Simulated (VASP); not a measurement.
The system is GaAs (rocksalt type).

```
Ga As
1.0
     0.00000    2.50942    2.50942
     2.50942    0.00000    2.50942
     2.50942    2.50942    0.00000
Ga As
1 1
Direct
  0.00000 0.00000 0.00000
  0.50000 0.50000 0.50000
```

* Program: VASP 6.6.1
* Task: relaxation of cell and atoms
* Functional: PBE
* Potentials or basis: VASP PAW PBE potentials, release 64 (Ga_d, As)
* Cutoff: 600 eV
* k mesh: 14 × 14 × 14
* Occupations: fermi-dirac, width 0.05 eV
* Spin: no spin polarisation

At the start: pressure 25.6 GPa; volume 15.80 Å³/atom.

**Question.** Where does the relaxation end?

**Answer.** Over 5 steps the energy falls by 249.4 meV/atom and the volume is 19.65 Å³/atom (+24.3 %); space group Fm-3m (No. 225, to 0.05 Å).

Step by step:
```tsv
step	energy change (eV)	largest force (eV/Å)	pressure (GPa)	volume (Å³)
1	0.0000	0.0000	25.64	31.60
2	-0.3736	0.0000	-6.58	44.64
3	-0.4988	0.0000	0.12	39.22
4	-0.4988	0.0000	-0.14	39.38
5	-0.4988	0.0000	-0.02	39.29
```

Final structure:
```yaml
crystal:
  lattice:
    - [0.00000, 2.69833, 2.69833]
    - [2.69833, 0.00000, 2.69833]
    - [2.69833, 2.69833, 0.00000]
  atoms:
    - { symbol: Ga, position: [0.00000, 0.00000, 0.00000] }
    - { symbol: As, position: [0.50000, 0.50000, 0.50000] }
```

Caveat: the volume moved by over 15 % at a fixed basis, so the end points are rough.
